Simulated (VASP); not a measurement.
# MgH2 in VASP: notebook

MgH2 is run at these levels: PBEsol; tasks: single point, relaxation of cell and atoms.

Everything below comes from runs of VASP 6.6.1. Logs are shortened: lines on timing, memory, paths and dates and some standing lists are left out, and cuts for length are marked.

## (1) The cell of the first run

It takes space group P4_2/mnm (No. 136, tetragonal). Conventional cell: a = 4.475 Å, b = 4.475 Å, c = 3.008 Å, α = 90.00°, β = 90.00°, γ = 90.00°. Within 2.6 Å of Mg (site symmetry mmm) lie 6 H at 1.93 to 1.95 Å. H (site symmetry m2m) has 3 Mg at 1.93 to 1.95 Å and 1 H at 2.47 Å within 2.6 Å.

## (2) Single point, PBEsol

Input file INCAR:

```
SYSTEM = MgH2
ALGO = Normal ; EDIFF = 1E-7
ENCUT = 520 ; GGA = PS
ISIF = 2 ; ISMEAR = -1
LASPH = .TRUE. ; LCHARG = .TRUE.
LELF = .TRUE. ; LREAL = .FALSE.
LVHAR = .TRUE. ; LWAVE = .FALSE.
NBANDS = 13 ; NELM = 80
PREC = Accurate ; SIGMA = 0.03
```

Input file KPOINTS:

```
k-points
0
G
  6 6 8
  0 0 0
```

Input file POSCAR:

```
MgH2
1.0
    4.4754420956      0.0000000000      0.0000000000
    0.0000000000      4.4754420956      0.0000000000
    0.0000000000      0.0000000000      3.0078147933
Mg H
2 4
Direct
    0.0000000000      0.0000000000      0.0000000000
    0.5000000000      0.5000000000      0.5000000000
    0.3044954640      0.3044954640      0.0000000000
    0.1955045360      0.8044954640      0.5000000000
    0.8044954640      0.1955045360      0.5000000000
    0.6955045360      0.6955045360      0.0000000000
```

Potentials or basis: VASP PAW PBE potentials, release 64 (Mg, H).

On the command line:

```console
$ cat potpaw_PBE.64/Mg/POTCAR potpaw_PBE.64/H/POTCAR > POTCAR
$ mpirun -np 1 vasp_std > vasp.out
```

OUTCAR:

```text
SYSTEM = MgH2
   EDIFF = 1E-7
   ENCUT = 520
   GGA = PS
   ISIF = 2
   ISMEAR = -1
   LASPH = .TRUE.
   LREAL = .FALSE.
   NELM = 80
   PREC = Accurate

 ion  position               nearest neighbor table
   1  0.000  0.000  0.000-   3 1.93   6 1.93   5 1.95   4 1.95   4 1.95   5 1.95   2 3.50   2 3.50
                             2 3.50   2 3.50   2 3.50   2 3.50   2 3.50   2 3.50
   2  0.500  0.500  0.500-   4 1.93   5 1.93   3 1.95   6 1.95   3 1.95   6 1.95   1 3.50   1 3.50
                             1 3.50   1 3.50   1 3.50   1 3.50   1 3.50   1 3.50
   3  0.304  0.304  0.000-   1 1.93   2 1.95   2 1.95
   4  0.196  0.804  0.500-   2 1.93   1 1.95   1 1.95
   5  0.804  0.196  0.500-   2 1.93   1 1.95   1 1.95
   6  0.696  0.696  0.000-   1 1.93   2 1.95   2 1.95

  LATTYP: Found a simple tetragonal cell.
 ALAT       =     4.4754420956
 C/A-ratio  =     0.6720709885

  Lattice vectors:

 A1 = (   4.4754420956,   0.0000000000,   0.0000000000)
 A2 = (   0.0000000000,   4.4754420956,   0.0000000000)
 A3 = (   0.0000000000,   0.0000000000,   3.0078147933)

Analysis of symmetry for initial positions (statically):
=====================================================================
 Subroutine PRICEL returns:
 Original cell was already a primitive cell.

 Routine SETGRP: Setting up the symmetry group for a
 simple tetragonal supercell.

 Subroutine GETGRP returns: Found 16 space group operations
 (whereof  8 operations were pure point group operations)
 out of a pool of 16 trial point group operations.

The static configuration has the point symmetry D_2h.
 The point group associated with its full space group is D_4h.

Analysis of symmetry for dynamics (positions and initial velocities):
=====================================================================
 Subroutine PRICEL returns:
 Original cell was already a primitive cell.

 Routine SETGRP: Setting up the symmetry group for a
 simple tetragonal supercell.

 Subroutine GETGRP returns: Found 16 space group operations
 (whereof  8 operations were pure point group operations)
 out of a pool of 16 trial point group operations.

The dynamic configuration has the point symmetry D_2h.
 The point group associated with its full space group is D_4h.

 Subroutine INISYM returns: Found 16 space group operations
 (whereof  8 operations are pure point group operations),
 and found     1 'primitive' translations

----------------------------------------------------------------------------------------

                                     Primitive cell

  volume of cell :      60.2453

  direct lattice vectors                    reciprocal lattice vectors
     4.475442096  0.000000000  0.000000000     0.223441613  0.000000000  0.000000000
     0.000000000  4.475442096  0.000000000     0.000000000  0.223441613  0.000000000
     0.000000000  0.000000000  3.007814793     0.000000000  0.000000000  0.332467279

  length of vectors
     4.475442096  4.475442096  3.007814793     0.223441613  0.223441613  0.332467279

  position of ions in fractional coordinates (direct lattice)
     0.000000000  0.000000000  0.000000000
     0.500000000  0.500000000  0.500000000
     0.304495464  0.304495464  0.000000000
     0.195504536  0.804495464  0.500000000
     0.804495464  0.195504536  0.500000000
     0.695504536  0.695504536  0.000000000

  ion indices of the primitive-cell ions
   primitive index   ion index
                 1           1
                 2           2
                 3           3
                 4           4
                 5           5
                 6           6

----------------------------------------------------------------------------------------

 KPOINTS: k-points

Automatic generation of k-mesh.
 Grid dimensions read from file:
 generate k-points for:    6    6    8

 Generating k-lattice:

  Cartesian coordinates                     Fractional coordinates (reciprocal lattice)
     0.037240269  0.000000000  0.000000000     0.166666667  0.000000000  0.000000000
     0.000000000  0.037240269  0.000000000     0.000000000  0.166666667  0.000000000
     0.000000000  0.000000000  0.041558410     0.000000000  0.000000000  0.125000000

  Length of vectors
     0.037240269  0.037240269  0.041558410

  Shift w.r.t. Gamma in fractional coordinates (k-lattice)
     0.000000000  0.000000000  0.000000000

 Subroutine IBZKPT returns following result:
 ===========================================

 Found     50 irreducible k-points:

 Following reciprocal coordinates:
            Coordinates               Weight
  0.000000  0.000000  0.000000      1.000000
  0.166667  0.000000  0.000000      4.000000
  0.333333  0.000000  0.000000      4.000000
  0.500000  0.000000  0.000000      2.000000
  0.166667  0.166667  0.000000      4.000000
  0.333333  0.166667  0.000000      8.000000
[... 16 lines left out ...]
  0.333333  0.000000  0.250000      8.000000
  0.500000  0.000000  0.250000      4.000000
 [... further k-points ...]
   k-points           NKPTS =     50   k-points in BZ     NKDIM =     50   number of bands    NBANDS=     13
   number of dos      NEDOS =    301   number of ions     NIONS =      6
   total plane-waves  NPLWV =  31104
   dimension x,y,z NGX =    36 NGY =   36 NGZ =   24
   dimension x,y,z NGXF=    72 NGYF=   72 NGZF=   48
   ions per type =               2   4
   NGX,Y,Z   is equivalent  to a cutoff of  13.37, 13.37, 13.27 a.u.
   NGXF,Y,Z  is equivalent  to a cutoff of  26.75, 26.75, 26.53 a.u.
 SYSTEM =  MgH2
   PREC   = accura    normal or accurate (medium, high low for compatibility)
   ISTART =      0    job   : 0-new  1-cont  2-samecut
   ICHARG =      2    charge: 1-file 2-atom 10-const
   ISPIN  =      1    spin polarized calculation?
   LNONCOLLINEAR =      F non collinear calculations
   LSORBIT =      F    spin-orbit coupling
   LASPH  =      T    aspherical Exc in radial PAW
   ENCUT  =  520.0 eV  38.22 Ry    6.18 a.u.   8.32  8.32  5.59*2*pi/ulx,y,z
   NELM   =     80;   NELMIN=  2; NELMDL= -5     # of ELM steps
   EDIFF  = 0.1E-06   stopping-criterion for ELM
   LREAL  =      F    real-space projection
   EDIFFG = 0.1E-05   stopping-criterion for IOM
   NSW    =      0    number of steps for IOM
   IBRION =     -1    ionic relax: 0-MD 1-quasi-New 2-CG
   NFREE  =      0    steps in history (QN), initial steepest desc. (CG)
   ISIF   =      2    stress and relaxation
   ISYM   =      2    0-nonsym 1-usesym 2-fastsym
   POTIM  = 0.5000    time-step for ionic-motion
   TEBEG  =    0.0;   TEEND  =   0.0 temperature during run
   PSTRESS=    0.0 pullay stress
   NELECT =       8.0000    total number of electrons
   NUPDOWN=      -1.0000    fix difference up-down
   EMIN   =  10.00;   EMAX   =-10.00  energy-range for DOS
   EFERMI =   0.00;   METHOD = LEGACY
   ISMEAR =    -1;   SIGMA  =   0.03  broadening in eV -4-tet -1-fermi 0-gaus
   EFERMI_NEDOS =   21; number of points for ismear=-14 and -15
   IALGO  =     38    algorithm
   IMIX   =      4    mixing-type and parameters
     AMIX     =   0.40;   BMIX     =  1.00
     AMIX_MAG =   1.60;   BMIX_MAG =  1.00
  volume/ion in A,a.u.               =      10.04        67.76
  Fermi-wavevector in a.u.,A,eV,Ry     =   0.835213  1.578323  9.491159  0.697581
  Thomas-Fermi vector in A             =   1.948734
   LORBIT       =      0    0 simple, 1 ext, 2 COOP (PROOUT), +10 PAW based schemes
   GGA     = PS    functional components
   LHFCALC =     F    Hartree Fock is set to
   AEXX    =    0.0000 exact exchange contribution
   IVDW    =     0    specifies the selected vdW correction
   LEPSILON=     F    determine dielectric tensor
   LRPA    =     F    only Hartree local field effects (RPA)
 non-spin polarized calculation
  energy-cutoff  :      520.00
  volume of cell :       60.25
 maximum number of plane-waves:      1647
 NGX is ok and might be reduce to    36
   NGX = 17   NGY = 17   NGZ = 11

 number of electron       8.0000002 magnetization

 Free energy of the ion-electron system (eV)
  ---------------------------------------------------
  ext. energy  EPLUGINS =         0.00000000
  ---------------------------------------------------
  free energy    TOTEN  =       -17.74015751 eV

  energy without entropy =      -17.74015751  energy(sigma->0) =      -17.74015751

 E-fermi :   0.1913     XC(G=0):  -8.6472

 val. band max:       -0.4620710439   @ k =   0.1667   0.1667   0.0000
 cond. band min:       3.1115273956   @ k =   0.3333   0.3333   0.5000
 fundamental gap:      3.5735984395
 Fermi energy:         0.1913346560

 k-point     1 :       0.0000    0.0000    0.0000
  band No.  band energies     occupation
      1      -7.1287      2.00000
      2      -1.9764      2.00000
      3      -1.9764      2.00000
      4      -0.9232      2.00000
      5       3.9434      0.00000
      6       4.5035      0.00000
      7       8.6183      0.00000
      8       8.6183      0.00000
      9      10.3467      0.00000
     10      10.5844      0.00000
     11      11.5191      0.00000
     12      14.5083      0.00000
     13      14.5083      0.00000

 k-point     2 :       0.1667    0.0000    0.0000
  band No.  band energies     occupation
      1      -6.9401      2.00000
      2      -2.9014      2.00000
      3      -1.8488      2.00000
      4      -0.5607      2.00000
      5       4.1190      0.00000
      6       4.9426      0.00000
      7       7.3385      0.00000
      8       9.0883      0.00000
      9      10.7584      0.00000
     10      11.7940      0.00000
     11      12.0771      0.00000
     12      13.7925      0.00000
     13      14.6917      0.00000
[... 321 lines left out ...]
 k-point    23 :       0.3333    0.0000    0.2500
  band No.  band energies     occupation
      1      -5.4747      2.00000
      2      -3.4849      2.00000
      3      -1.0549      2.00000
      4      -0.6828      2.00000
      5       5.0438      0.00000
      6       5.8170      0.00000
      7       5.8500      0.00000
      8       7.2382      0.00000
      9       7.9324      0.00000
     10       9.9895      0.00000
     11      10.2352      0.00000
     12      12.5076      0.00000
     13      13.3884      0.00000

 k-point    24 :       0.5000    0.0000    0.2500
  band No.  band energies     occupation
      1      -4.6091      2.00000
      2      -4.6091      2.00000
      3      -0.7972      2.00000
      4      -0.7972      2.00000
      5       5.1348      0.00000
      6       5.1348      0.00000
      7       6.6754      0.00000
      8       6.6754      0.00000
      9       8.7379      0.00000
     10       8.7379      0.00000
     11      12.2789      0.00000
     12      12.2789      0.00000
     13      13.8144      0.00000

 [... further k-points ...]
[... 5 lines left out ...]
  --------------------------------------------------------------------------------------
  -------------------------------------------------------------------------------------
  Total       -0.0689718     -0.0689718     -0.0803948      0.0000000      0.0000000      0.0000000
  in kB       -1.8342536     -1.8342536     -2.1380386      0.0000000      0.0000000      0.0000000
  external PRESSURE =      -1.9355152 kB  Pullay stress =       0.0000000 kB

 VOLUME and BASIS-vectors are now :
 -----------------------------------------------------------------------------
  energy-cutoff  :      520.00
  volume of cell :       60.25
      direct lattice vectors                 reciprocal lattice vectors
     4.475442096  0.000000000  0.000000000     0.223441613  0.000000000  0.000000000
     0.000000000  4.475442096  0.000000000     0.000000000  0.223441613  0.000000000
     0.000000000  0.000000000  3.007814793     0.000000000  0.000000000  0.332467279

 POSITION                                       TOTAL-FORCE (eV/Angst)
 -----------------------------------------------------------------------------------
      0.00000      0.00000      0.00000         0.000000      0.000000      0.000000
      2.23772      2.23772      1.50391         0.000000      0.000000      0.000000
      1.36275      1.36275      0.00000         0.000325      0.000325      0.000000
      0.87497      3.60047      1.50391        -0.000325      0.000325      0.000000
      3.60047      0.87497      1.50391         0.000325     -0.000325     -0.000000
      3.11269      3.11269      0.00000        -0.000325     -0.000325     -0.000000
 -----------------------------------------------------------------------------------
    total drift:                                0.000000      0.000000     -0.000000

  FREE ENERGIE OF THE ION-ELECTRON SYSTEM (eV)
  ---------------------------------------------------
  free  energy   TOTEN  =       -17.7401575071 eV

  energy  without entropy=      -17.7401575071  energy(sigma->0) =      -17.74015751
```

Run time: 14 s. Hardware: 1 thread of Intel Xeon 6975P-C (Granite Rapids), shared host; peak memory 0.19 GiB.

Results:

```yaml
Free_energy: -17.7402 eV
Pressure: -0.2 GPa
Band_gap_on_the_k_mesh: 3.57 eV, indirect (least direct gap 4.40 eV)
```

Caveat: the PAW data sets were made with another functional, which shifts forces and pressure a little. A k mesh can miss the band edges.

## (3) Single point, PBEsol

Input file INCAR:

```
ALGO = Normal
EDIFF = 1E-7
ENCUT = 520
GGA = PS
ISIF = 2
ISMEAR = -1
LASPH = True
LCHARG = False
LREAL = False
LWAVE = False
NBANDS = 13
NELM = 100
PREC = Accurate
SIGMA = 0.05
```

Input file KPOINTS:

```
k-points
0
Gamma
  4 4 6
```

Input file POSCAR:

```
MgH2
1.0
    4.4756124791      0.0000571963     -0.0002786608
    0.0000505910      4.4772870329      0.0000944888
   -0.0001854879      0.0000662899      3.0077610304
Mg H
2 4
Direct
   -0.0006385735     -0.0132045472     -0.0003933280
    0.4993650234      0.4867897785      0.4995956747
    0.3032540179      0.2919075349     -0.0004172141
    0.1954722039      0.7919001613      0.4996298436
    0.8032666527      0.1816830724      0.4995869409
    0.6955035744      0.6816462112     -0.0003863991
```

Potentials or basis: VASP PAW PBE potentials, release 64 (Mg, H).

On the command line:

```console
$ cat potpaw_PBE.64/Mg/POTCAR potpaw_PBE.64/H/POTCAR > POTCAR
$ mpirun -np 1 vasp_std > vasp.out
```

It took 12 s on 1 thread of Intel Xeon 6975P-C (Granite Rapids), shared host; peak memory 0.19 GiB.

The run converged. Its results:

| Property | Result |
| --- | --- |
| Free energy | -17.7393 eV |
| Pressure | -0.2 GPa |
| Band gap on the k mesh | 3.70 eV, indirect (least direct gap 4.55 eV) |

Levels at points of the mesh, in eV from the valence-band top:
```csv
k point,band 2,band 3,band 4,band 5,band 6,band 7
"(0.00, 0.00, 0.00)",-1.49,-1.48,-0.43,4.44,4.99,9.09
"(0.50, 0.00, 0.00)",-4.98,-0.50,-0.50,5.16,5.16,10.00
"(0.00, 0.50, 0.00)",-4.98,-0.50,-0.50,5.17,5.17,9.99
"(0.50, 0.50, 0.00)",-3.85,-2.86,-2.86,9.05,9.05,9.16
"(0.00, 0.00, 0.50)",-3.16,-0.06,-0.06,6.26,6.26,6.61
"(0.50, 0.00, 0.50)",-2.37,-1.15,-1.15,5.04,5.05,6.67
"(0.00, 0.50, 0.50)",-2.37,-1.14,-1.14,5.02,5.02,6.69
"(0.50, 0.50, 0.50)",-1.94,-1.00,-1.00,3.70,3.70,3.90
```

Caveat: the PAW data sets were made with another functional, which shifts forces and pressure a little. As with any semilocal functional, this PBEsol gap is likely too small.

## (4) Relaxation of cell and atoms, PBEsol

This run uses another cell than the first one, of 7.52 Å³/atom, 0.749 times its volume.

Input file INCAR:

```
SYSTEM = MgH2
PREC     = Accurate       ! precision mode
ENCUT    = 600            ! plane-wave cutoff, eV
EDIFF    = 1E-6           ! SCF threshold, eV
ISMEAR   = -1             ! smearing method
SIGMA    = 0.03           ! smearing width, eV
LREAL    = .False.        ! projectors in reciprocal space
LASPH    = .True.         ! aspherical terms in the spheres
NELM     = 100            ! most SCF steps
ALGO     = Normal         ! electronic algorithm
ISIF     = 3              ! what is computed and relaxed
LWAVE    = .False.        ! write WAVECAR
LCHARG   = .False.        ! write CHGCAR
GGA      = PS             ! functional
IBRION   = 2              ! ionic algorithm
NSW      = 100            ! ionic steps
EDIFFG   = -0.01          ! ionic threshold
```

Input file KPOINTS:

```
regular mesh
0
Gamma
  6 6 8
  0 0 0
```

Input file POSCAR:

```
MgH2
1.0
    4.0884346900      0.0000000000      0.0000000000
    0.0000000000      4.0884346900      0.0000000000
    0.0000000000      0.0000000000      2.6983668954
Mg H
2 4
Direct
    0.0000000000      0.0000000000      0.0000000000
    0.5000000000      0.5000000000      0.5000000000
    0.3050000000      0.3050000000      0.0000000000
    0.1950000000      0.8050000000      0.5000000000
    0.8050000000      0.1950000000      0.5000000000
    0.6950000000      0.6950000000      0.0000000000
```

On the command line:

```console
$ cat potpaw_PBE.64/Mg/POTCAR potpaw_PBE.64/H/POTCAR > POTCAR
$ mpirun -np 1 vasp_std > vasp.out
```

It took 42 s on 1 thread of Intel Xeon 6975P-C (Granite Rapids), shared host; peak memory 0.19 GiB.

Results (log left out):

| Item | Value |
| --- | --- |
| Free energy | -17.7325 eV |
| Relaxed volume | 9.99 Å³/atom |
| Relaxed cell | a = 4.465 Å, b = 4.465 Å, c = 3.005 Å, α = 90.00°, β = 90.00°, γ = 90.00° |
| Space group after relaxing (to 0.05 Å) | P4_2/mnm (No. 136) |
| Energy gained by relaxing | 165.2 meV/atom |
| Ionic steps | 11 |
| Pressure after relaxing | 0.0 GPa |
| Largest force after relaxing | 0.006 eV/Å |
| Band gap on the k mesh | 3.58 eV, indirect (least direct gap 4.42 eV) |

Forces in eV/Å, atoms in the order of the input:
```
Mg   0.000  0.000  0.000
Mg   0.000  0.000  0.000
H   -0.004 -0.004  0.000
H    0.004 -0.004  0.000
H   -0.004  0.004  0.000
H    0.004  0.004  0.000
```

Step by step:
```tsv
step	energy change (eV)	largest force (eV/Å)	pressure (GPa)	volume (Å³)
1	0.0000	0.2396	25.98	45.10
2	-0.8550	0.0633	7.38	53.52
3	-0.9720	0.1294	1.83	57.85
4	-0.9790	0.1418	0.49	59.16
5	-0.9791	0.1442	0.20	59.47
6	-0.9863	0.0818	0.00	59.74
7	-0.9905	0.0073	-0.23	60.16
8	-0.9905	0.0124	-0.24	60.18
9	-0.9909	0.0110	-0.04	59.99
10	-0.9910	0.0101	0.06	59.89
11	-0.9910	0.0055	0.04	59.92
```

Final structure:
```yaml
crystal:
  lattice:
    - [4.46522, 0.00000, 0.00000]
    - [0.00000, 4.46522, 0.00000]
    - [0.00000, 0.00000, 3.00533]
  atoms:
    - { symbol: Mg, position: [0.00000, 0.00000, 0.00000] }
    - { symbol: Mg, position: [0.50000, 0.50000, 0.50000] }
    - { symbol: H, position: [0.30464, 0.30464, 0.00000] }
    - { symbol: H, position: [0.19536, 0.80464, 0.50000] }
    - { symbol: H, position: [0.80464, 0.19536, 0.50000] }
    - { symbol: H, position: [0.69536, 0.69536, 0.00000] }
```

Levels at points of the mesh, in eV from the valence-band top:
```
           k point  band 2  band 3  band 4  band 5  band 6  band 7
(0.00, 0.00, 0.00)   -1.52   -1.52   -0.46    4.40    5.00    9.11
(0.50, 0.00, 0.00)   -5.03   -0.53   -0.53    5.15    5.15   10.00
(0.50, 0.50, 0.00)   -3.90   -2.91   -2.91    9.05    9.05    9.15
(0.00, 0.00, 0.50)   -3.21   -0.10   -0.10    6.25    6.25    6.59
(0.50, 0.00, 0.50)   -2.42   -1.19   -1.19    5.01    5.01    6.67
(0.50, 0.50, 0.50)   -1.99   -1.04   -1.04    3.68    3.68    3.86
```

Caveat: the volume moved by over 15 % at a fixed basis, so the end points are rough; the PAW data sets were made with another functional, which shifts forces and pressure a little. A k mesh can miss the band edges.

## (5) Summary

```tsv
task	cell	k mesh	cutoff (eV)	smearing	gap on the mesh (eV)	pressure (GPa)
single point	a = 4.475, b = 4.475, c = 3.008 Å, 6 atoms	6 × 6 × 8	520	fermi-dirac 0.03 eV	3.57	-0.2
single point	a = 4.476, b = 4.477, c = 3.008 Å, 6 atoms	4 × 4 × 6	520	fermi-dirac 0.05 eV	3.70	-0.2
relaxation of cell and atoms	relaxed from a = 4.088, b = 4.088, c = 2.698 Å, 6 atoms	6 × 6 × 8	600	fermi-dirac 0.03 eV	3.58	0.0
```

Alike in all rows: level PBEsol; potentials or basis VASP PAW PBE potentials, release 64 (Mg, H); no spin polarisation.

Caveats: the PAW data sets were made with another functional, which shifts forces and pressure a little; the volume moved by over 15 % at a fixed basis, so the end points are rough (some runs).

Absolute energies hang on the potentials; compare differences alone.
